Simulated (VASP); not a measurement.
CsP4:

```xyz
5
Lattice="5.4941 0.0000 0.0000 0.0000 5.4941 0.0000 0.0000 0.0000 7.7698" Properties=species:S:1:pos:R:3 pbc="T T T"
Cs    0.0000    0.0000    0.0000
P     2.7471    0.0000    1.9425
P     0.0000    2.7471    5.8274
P     2.7471    0.0000    5.8274
P     0.0000    2.7471    1.9425
```

```yaml
Program: VASP 6.6.1
Task: relaxation of cell and atoms
Functional: PBE
Potentials_or_basis: VASP PAW PBE potentials, release 64 (Cs_sv, P)
Cutoff: 600 eV
k_mesh: 4 × 4 × 2
Occupations: gaussian, width 0.1 eV
Spin: no spin polarisation
```

At the start: pressure -4.2 GPa; volume 46.91 Å³/atom.

Task: How do energy, volume and symmetry change on relaxing?

Result: Over 36 steps the energy falls by 2288.4 meV/atom and the volume is 22.75 Å³/atom (-51.5 %); space group P4/mmm (No. 123, to 0.05 Å).

The path:
```
step  energy change (eV)  largest force (eV/Å)  pressure (GPa)  volume (Å³)
   1              0.0000                0.2709           -4.25       234.53
   2             -1.1488                0.6305           -4.43       194.77
   3             -1.2908                3.3849           17.15       102.60
   4             -2.1926                1.2457           -2.75       155.68
   5             -2.3099                2.3022            4.70       122.45
   6             -2.4396                1.7366            0.49       136.47
   7             -3.6728                3.3432            3.40       121.77
   8             -8.1922                3.1528           24.54        82.52
   9             -4.6944                2.5168           77.86        65.93
  10             -8.2182                2.8157           27.27        80.67
  11             -8.1850                2.5517           29.62        79.39
  12             -8.3579                2.2008           31.00        78.73
  13             -8.4493                1.2597           34.18        77.49
  14             -8.6761                1.2144           32.01        78.48
  15             -9.2824                1.0932           25.97        81.51
  16            -10.2021                0.8607           16.60        87.80
  17            -11.1403                0.7104            3.25       101.30
  18            -11.2437                0.7215           -0.20       107.07
  19            -11.2518                0.7436           -1.09       108.97
  20            -11.2727                0.6448           -0.81       108.86
  21            -11.3186                0.4001            0.26       108.55
  22            -11.3516                0.0798            2.97       107.91
  23            -11.3720                0.0624            2.99       108.68
  24            -11.3604                0.9642            3.10       110.93
  25            -11.3819                0.3936            2.99       109.56
  26            -11.4057                0.2947            2.16       110.89
  27            -11.4361                0.0188           -0.08       114.94
  28            -11.4361                0.0120           -0.10       115.05
  29            -11.4361                0.0015           -0.24       115.26
  30            -11.4371                0.0401           -0.22       115.27
  31            -11.4379                0.1035           -0.19       115.27
  32            -11.4389                0.0831           -0.17       115.10
  33            -11.4409                0.0225           -0.13       114.60
  34            -11.4410                0.0985           -0.02       113.59
  35            -11.4417                0.0376           -0.08       114.09
  36            -11.4418                0.0314            0.10       113.77
```

Final structure:
```cif
data_structure
_symmetry_space_group_name_H-M 'P 1'
_symmetry_Int_Tables_number 1
_cell_length_a 3.7771
_cell_length_b 3.7771
_cell_length_c 7.9742
_cell_angle_alpha 90.000
_cell_angle_beta 90.000
_cell_angle_gamma 90.000
_cell_volume 113.77
loop_
_atom_site_label
_atom_site_type_symbol
_atom_site_fract_x
_atom_site_fract_y
_atom_site_fract_z
_atom_site_occupancy
Cs1 Cs 0.00000 0.00000 0.00000 1
P1 P 0.50000 0.00000 0.36255 1
P2 P 0.00000 0.50000 0.63745 1
P3 P 0.50000 0.00000 0.63745 1
P4 P 0.00000 0.50000 0.36255 1
```

Caveat: the k points lie up to 0.42 Å⁻¹ apart in the final cell; the volume moved by over 15 % at a fixed basis, so the end points are rough.
